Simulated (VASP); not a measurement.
Wanted: the native input for a VASP 6.6.1 run.

```yaml
Task: single point
Functional: PBEsol
Potentials_or_basis: VASP PAW PBE potentials, release 64 (Sr_sv)
Cutoff: 520 eV
k_mesh: 12 × 12 × 3
Occupations: fermi-dirac, width 0.08 eV
Spin: no spin polarisation
Dipole_correction: no
Further_INCAR_settings: ALGO = Normal; EDIFF = 1e-06; NBANDS = 28
```

The structure of Sr lies in POSCAR:

```
Sr
1.0
    3.1326548472      0.0000000000      0.0000000000
   -1.5663274236      2.7129586790      0.0000000000
    0.0000000000      0.0000000000     10.0901735376
Sr
4
Direct
    0.0000000000      0.0000000000      0.0000000000
    0.0000000000      0.0000000000      0.5000000000
    0.3333333333      0.6666666667      0.2500000000
    0.6666666667      0.3333333333      0.7500000000
```

This isn't the form of Sr at room conditions, which is fcc.

The input as run:

INCAR

```
SYSTEM = Sr
PREC     = Accurate       ! precision mode
ENCUT    = 520            ! plane-wave cutoff, eV
EDIFF    = 1E-6           ! SCF threshold, eV
ISMEAR   = -1             ! smearing method
SIGMA    = 0.08           ! smearing width, eV
LREAL    = .FALSE.        ! projectors in reciprocal space
LASPH    = .TRUE.         ! aspherical terms in the spheres
NELM     = 60             ! most SCF steps
ALGO     = Normal         ! electronic algorithm
ISIF     = 2              ! what is computed and relaxed
LWAVE    = .FALSE.        ! write WAVECAR
LCHARG   = .FALSE.        ! write CHGCAR
GGA      = PS             ! functional
NBANDS   = 28             ! bands
```

KPOINTS

```
Automatic mesh
0
G
  12 12 3
  0 0 0
```

Potentials or basis: VASP PAW PBE potentials, release 64 (Sr_sv).

The run is started by

```sh
$ cat potpaw_PBE.64/Sr_sv/POTCAR > POTCAR
$ mpirun -np 1 vasp_std > vasp.out
```

Results of the run:

```yaml
Pressure: 36.7 GPa
Band_gap_on_the_k_mesh: zero (bands 20 and 21 overlap by 1.32 eV)
```

Caveat: the cell stands under pressure; the PAW data sets were made with another functional, which shifts forces and pressure a little.

Run time: 89 s on 1 thread of AMD EPYC 7R43 64-Core Processor (Zen 3) (shared host), peak memory 0.2 GiB.
